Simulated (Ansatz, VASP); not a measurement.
**Cu2O in VASP and in Ansatz**

```
Cu O
1.0
     4.26000    0.00000    0.00000
     0.00000    4.26000    0.00000
     0.00000    0.00000    4.26000
Cu O
4 2
Cartesian
  1.0650 1.0650 1.0650
  1.0650 3.1950 3.1950
  3.1950 3.1950 1.0650
  3.1950 1.0650 3.1950
  0.0000 0.0000 0.0000
  2.1300 2.1300 2.1300
```

Alike in both runs: task electric field gradients; functional LDA; k mesh 7 × 7 × 7; occupations fermi-dirac, width 0.02 eV; no spin polarisation.

```csv
,VASP,Ansatz
version,VASP 6.6.1,Ansatz 0.2.0
potentials or method,"VASP PAW LDA potentials, release 64 (Cu, O)","plane-wave PAW, scalar-relativistic"
plane-wave cutoff (eV),520,420
valence electrons in the cell,56,88
```

```csv
,VASP,Ansatz,Ansatz less VASP
pressure (GPa),-7.4,-8.4,-0.99
size of Vzz on the site where it differs most (V/Å²),75.1,49.8,-25.31
```

LDA's correlation is that of Perdew and Zunger in VASP and of Perdew and Wang (1992) in Ansatz. VASP's potentials hold 56 valence electrons a cell and Ansatz's 88, so a difference there can come from the potentials and not from the codes.
